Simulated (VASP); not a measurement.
Set up this calculation in VASP 6.6.1, as the native input.

- Task: single point
- Functional: PBE
- Potentials or basis: VASP PAW PBE potentials, release 64 (Ag, Br)
- Cutoff: 500 eV
- k mesh: 8 × 8 × 8
- Occupations: gaussian, width 0.01 eV
- Spin: no spin polarisation
- Dipole correction: no
- Further INCAR settings: ALGO = Normal; EDIFF = 1e-06; NBANDS = 16

The structure of AgBr lies in POSCAR:

```
AgBr
1.0
    0.0000000000      2.8927333559      2.8927333559
    2.8927333559      0.0000000000      2.8927333559
    2.8927333559      2.8927333559      0.0000000000
Ag Br
1 1
Direct
    0.0000000000      0.0000000000      0.0000000000
    0.5000000000      0.5000000000      0.5000000000
```

These files were run (other wordings do the same):

INCAR

```
SYSTEM = AgBr
PREC = Accurate
ENCUT = 500
EDIFF = 1E-6
ISMEAR = 0
SIGMA = 0.01
LREAL = .False.
LASPH = .True.
NELM = 120
ALGO = Normal
ISIF = 2
LWAVE = .False.
LCHARG = .True.
GGA = PE
LELF = .True.
LVHAR = .True.
NBANDS = 16
GGA_COMPAT = .False.
```

KPOINTS

```
Automatic mesh
0
Gamma
  8 8 8
  0 0 0
```

Potentials or basis: VASP PAW PBE potentials, release 64 (Ag, Br).

Launch:

```bash
$ cat potpaw_PBE.64/Ag/POTCAR potpaw_PBE.64/Br/POTCAR > POTCAR
$ mpirun -np 1 vasp_std > vasp.out
```

Results of the run:

| Item | Value |
| --- | --- |
| Pressure | 1.2 GPa |
| Band gap on the k mesh | 0.68 eV (least direct gap 2.53 eV) |

Run time: 12 s on 1 thread of Intel(R) Xeon(R) 6975P-C (Granite Rapids) (shared host), peak memory 0.17 GiB.
